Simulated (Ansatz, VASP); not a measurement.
**Two plane-wave programs on LaHfO**

```xyz
3
Lattice="3.6229 0.0000 0.0000 -1.8115 3.1376 0.0000 0.0000 0.0000 5.7470" Properties=species:S:1:pos:R:3 pbc="T T T"
La    1.8115    1.0459    2.8735
Hf    0.0000    2.0917    0.0000
O     1.8115    1.0459    0.0000
```

Alike in both runs: task single point; functional PBE; k mesh 12 × 12 × 6; occupations gaussian, width 0.1 eV; no spin polarisation.

|  | VASP | Ansatz |
| --- | --- | --- |
| version | VASP 6.6.1 | Ansatz 0.2.0 |
| potentials or method | VASP PAW PBE potentials, release 64 (La, Hf_pv, O), cutoff 520 eV | scalar-relativistic, plane waves, PAW |
| valence electrons in the cell | 27 | 43 |

|  | VASP | Ansatz | Ansatz less VASP |
| --- | --- | --- | --- |
| gap on the k mesh at the Fermi level (eV) | none | none | - |
| pressure (GPa) | -0.7 | 0.0 | +0.71 |
| traceless stress, the component that is largest in VASP (GPa) | 0.39 | -0.02 | -0.408 |

A gap of «none» marks a metal or a gap that the smearing closes. With one functional, cell and mesh, what is left measures potentials, basis and numerics. VASP's potentials hold 27 valence electrons a cell and Ansatz's 43, so a difference there can come from the potentials and not from the codes.

Spin-orbit coupling is off throughout.
